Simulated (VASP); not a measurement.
Wanted: the native input for a VASP 6.6.1 run.

```yaml
Task: single point
Functional: PBE
Potentials_or_basis: VASP PAW PBE potentials, release 64 (Al, Ni)
Cutoff: 520 eV
k_mesh: 14 × 14 × 14
Occupations: gaussian, width 0.1 eV
Spin: collinear spin, ferromagnetic start
Starting_moments: "[0.0, 0.3, 0.3, 0.3] μB"
Dipole_correction: no
Further_INCAR_settings: ALGO = Fast; EDIFF = 1e-06; NBANDS = 28
```

The structure of AlNi3 lies in POSCAR:

```
AlNi3
1.0
    3.6736792493      0.0000000000      0.0000000000
    0.0000000000      3.6736792493      0.0000000000
    0.0000000000      0.0000000000      3.5024786629
Al Ni
1 3
Direct
    0.0000000000      0.0000000000      0.0000000000
    0.0000000000      0.5000000000      0.5000000000
    0.5000000000      0.0000000000      0.5000000000
    0.5000000000      0.5000000000      0.0000000000
```

This cell differs from its parent crystal: biaxial strain in the a-b plane: +3.0 %.

One way to write it, as run:

INCAR

```
SYSTEM = AlNi3
  PREC = Accurate
  ENCUT = 520
  EDIFF = 1E-6
  ISMEAR = 0
  SIGMA = 0.1
  LREAL = .FALSE.
  LASPH = .TRUE.
  NELM = 150
  ALGO = Fast
  ISIF = 2
  LWAVE = .FALSE.
  LCHARG = .TRUE.
  ISPIN = 2
  MAGMOM = 0 0.3 0.3 0.3
  LORBIT = 11
  LMAXMIX = 4
  GGA = PE
  LELF = .TRUE.
  LVHAR = .TRUE.
  NBANDS = 28
```

KPOINTS

```
Automatic mesh
0
G
  14 14 14
  0 0 0
```

Potentials or basis: VASP PAW PBE potentials, release 64 (Al, Ni).

Run with:

```console
$ cat potpaw_PBE.64/Al/POTCAR potpaw_PBE.64/Ni/POTCAR > POTCAR
$ mpirun -np 1 vasp_std > vasp.out
```

Results of the run:

```
Pressure                                              : -6.8 GPa
Net moment                                            : 0.71 μB per cell
Site moments                                          : Al -0.01; Ni +0.24, +0.28 (each value once) μB
Valence electrons inside the program's atomic spheres : Al 0.78; Ni 9.31, 9.30 (each value once)
```

Caveat: the cell differs from its parent crystal (biaxial strain in the a-b plane: +3.0 %); the cell stands under tension.

Wall time 12 min on 1 thread of Oxide Virtual Turin-like Processor, on a shared host, peak memory 0.54 GiB.
